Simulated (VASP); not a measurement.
Write the native input for VASP 6.6.1 that does the following.

```yaml
Task: single point
Functional: r2SCAN
Potentials_or_basis: VASP PAW PBE potentials, release 64 (Si, O)
Cutoff: 520 eV
k_mesh: 8 × 8 × 8
Occupations: gaussian, width 0.1 eV
Spin: no spin polarisation
Dipole_correction: no
Further_INCAR_settings: ALGO = Normal; EDIFF = 1e-06; NBANDS = 25
```

Crystal: SiO2.

```
Si O
1.0
    -1.69266    1.69266    4.30781
     1.69266   -1.69266    4.30781
     1.69266    1.69266   -4.30781
Si O
2 4
Direct
  0.00000 0.00000 0.00000
  0.75000 0.25000 0.50000
  0.95612 0.45612 0.50000
  0.20612 0.20612 0.00000
  0.54388 0.04388 0.50000
  0.79388 0.79388 0.00000
```

The input as run:

POSCAR

```
SiO2
1.0
   -1.6926609133      1.6926609133      4.3078076007
    1.6926609133     -1.6926609133      4.3078076007
    1.6926609133      1.6926609133     -4.3078076007
Si O
2 4
Direct
    0.0000000000      0.0000000000      0.0000000000
    0.7500000000      0.2500000000      0.5000000000
    0.9561225804      0.4561225804      0.5000000000
    0.2061225804      0.2061225804      0.0000000000
    0.5438774196      0.0438774196      0.5000000000
    0.7938774196      0.7938774196      0.0000000000
```

INCAR.step1

```
SYSTEM = SiO2
PREC = Accurate
ENCUT = 520
ISMEAR = 0
SIGMA = 0.1
LREAL = .FALSE.
LASPH = .TRUE.
NELM = 60
NBANDS = 25
GGA = PE
ALGO = Normal
EDIFF = 1E-4
LWAVE = .TRUE.
LCHARG = .FALSE.
```

INCAR.step2

```
SYSTEM = SiO2
PREC = Accurate
ENCUT = 520
EDIFF = 1E-6
ISMEAR = 0
SIGMA = 0.1
LREAL = .FALSE.
LASPH = .TRUE.
NELM = 60
ALGO = Normal
ISIF = 2
LWAVE = .FALSE.
LCHARG = .TRUE.
METAGGA = R2SCAN
LMIXTAU = .TRUE.
LELF = .TRUE.
LVHAR = .TRUE.
NBANDS = 25
ISTART = 1
```

KPOINTS

```
Automatic mesh
0
G
  8 8 8
  0 0 0
```

Potentials or basis: VASP PAW PBE potentials, release 64 (Si, O).

Launch:

```bash
$ cat potpaw_PBE.64/Si/POTCAR potpaw_PBE.64/O/POTCAR > POTCAR
$ cp INCAR.step1 INCAR
$ mpirun -np 1 vasp_std > vasp.out
$ cp INCAR.step2 INCAR
$ mpirun -np 1 vasp_std > vasp.out
```

Results of the run:

* Pressure: 14.2 GPa
* Largest force: 0.288 eV/Å
* Band gap on the k mesh: 7.85 eV, indirect (least direct gap 8.52 eV)

Caveat: the PAW data sets were made with another functional, which shifts forces and pressure a little.

Run time: 14 min on 1 thread of AMD EPYC 7R43 64-Core Processor (Zen 3), with other jobs on the host, peak memory 0.23 GiB.
